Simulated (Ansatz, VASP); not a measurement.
## TiO2: VASP beside Ansatz

```
Ti O
1.0
     4.45942    0.00000    0.00000
     0.00000    4.45942    0.00000
     0.00000    0.00000    3.05863
Ti O
2 4
Direct
  0.50000 0.50000 0.00000
  0.00000 0.00000 0.50000
  0.69497 0.69497 0.50000
  0.80503 0.19497 0.00000
  0.19497 0.80503 0.00000
  0.30503 0.30503 0.50000
```

Alike in both runs: task single point; functional r2SCAN; k mesh 6 × 6 × 8; occupations gaussian, width 0.02 eV; no spin polarisation; Hubbard terms Ti d U = 4.0 eV.

```csv
,VASP,Ansatz
version,VASP 6.6.1,Ansatz 0.2.0
potentials or method,"VASP PAW PBE potentials, release 64 (Ti_sv, O), cutoff 520 eV","scalar-relativistic, plane waves, PAW"
valence electrons in the cell,48,48
```

```tsv
	VASP	Ansatz	Ansatz less VASP
gap on the k mesh at the Fermi level (eV)	2.88	2.85	-0.033
least direct gap on the mesh (eV)	2.88	2.85	-0.027
pressure (GPa)	13.9	8.6	-5.35
traceless stress, the component that is largest in VASP (GPa)	-8.24	-8.58	-0.344
rms of the force components (eV/Å)	0.027	0.000	-0.0269
```

VASP's potentials were made for PBE, not for r2SCAN. The programs project onto different local orbitals, so the same U acts differently, and such runs can settle in different states. Atom by atom the forces differ by 0.027 eV/Å (rms over components).
